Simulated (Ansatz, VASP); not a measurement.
Two plane-wave programs on Au

```
Au
1.0
     0.00000    2.01482    2.10686
     2.01482    0.00000    2.10686
     2.01482    2.01482    0.00000
Au
1
Direct
  0.00000 0.00000 0.00000
```

Change from the starting cell: strain -0.015 along x and y, +0.030 along z, atoms carried along.

Alike in both runs: task single point; functional PBEsol; k mesh 20 × 20 × 20; occupations gaussian, width 0.15 eV; no spin polarisation.

|  | VASP | Ansatz |
| --- | --- | --- |
| version | VASP 6.6.1 | Ansatz 0.2.0 |
| potentials or method | VASP PAW PBE potentials, release 64 (Au), cutoff 520 eV | scalar-relativistic, plane waves, PAW |
| valence electrons in the cell | 11 | 19 |

```csv
,VASP,Ansatz,Ansatz less VASP
gap on the k mesh at the Fermi level (eV),none,none,-
pressure (GPa),-1.1,-0.8,+0.29
"traceless stress, the component that is largest in VASP (GPa)",-1.04,-1.03,+0.008
```

VASP's potentials were made for PBE, not for PBEsol. A gap of «none» marks a metal or a gap that the smearing closes. The functional is the same, so the differences come from potentials, cutoffs and numerics. VASP's potentials hold 11 valence electrons a cell and Ansatz's 19, so a difference there can come from the potentials and not from the codes.

Neither program's run includes spin-orbit coupling.
